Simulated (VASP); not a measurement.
A run of VASP 6.6.1 is set up as follows.

POSCAR

```
BaTl2P2
1.0
    0.0000000000      4.7600930000      0.0000000000
    4.7600930000      0.0000000000      0.0000000000
    2.3800460000      2.3800460000     -5.6196500000
Ba Tl P
1 2 2
Direct
    0.0000000000      0.0000000000      0.0000000000
    0.7500000000      0.2500000000      0.5000000000
    0.2500000000      0.7500000000      0.5000000000
    0.3842000000      0.3842000000      0.2316000000
    0.6158000000      0.6158000000      0.7684000000
```

The input INCAR.step1:

```
  PREC = Accurate
  ENCUT = 520
  ISMEAR = 1
  SIGMA = 0.0783
  LREAL = F
  LASPH = T
  NELM = 60
  NBANDS = 31
  GGA = PE
  ALGO = Normal
  EDIFF = 1E-4
  LWAVE = T
  LCHARG = F
```

The input INCAR.step2:

```
  PREC = Accurate
  ENCUT = 520
  EDIFF = 1E-6
  ISMEAR = 1
  SIGMA = 0.0783
  LREAL = F
  LASPH = T
  NELM = 60
  ALGO = Normal
  ISIF = 2
  LWAVE = F
  LCHARG = T
  METAGGA = R2SCAN
  LMIXTAU = T
  LELF = T
  LVHAR = T
  NBANDS = 31
  ISTART = 1
```

File KPOINTS:

```
Automatic mesh
0
Gamma
  6 6 6
```

Potentials or basis: VASP PAW PBE potentials, release 64 (Ba_sv, Tl_d, P).

Run with:

```console
$ cat potpaw_PBE.64/Ba_sv/POTCAR potpaw_PBE.64/Tl_d/POTCAR potpaw_PBE.64/P/POTCAR > POTCAR
$ cp INCAR.step1 INCAR
$ mpirun -np 1 vasp_std > vasp.out
$ cp INCAR.step2 INCAR
$ mpirun -np 1 vasp_std > vasp.out
```

Q: Estimate the largest force.

A: 1.671 eV/Å.

Q: What does it give for the band gap on the k mesh?

A: Zero (band 23 reaches 6.97 eV, above the bottom of band 24 at 5.79 eV).

Stress tensor (GPa, compression positive):
```
5.95 0.00 0.00
0.00 5.95 0.00
0.00 0.00 5.27
```

Caveat: the PAW data sets were made with another functional, which shifts forces and pressure a little; spin-orbit coupling is left out, which moves the levels of the heavy elements.
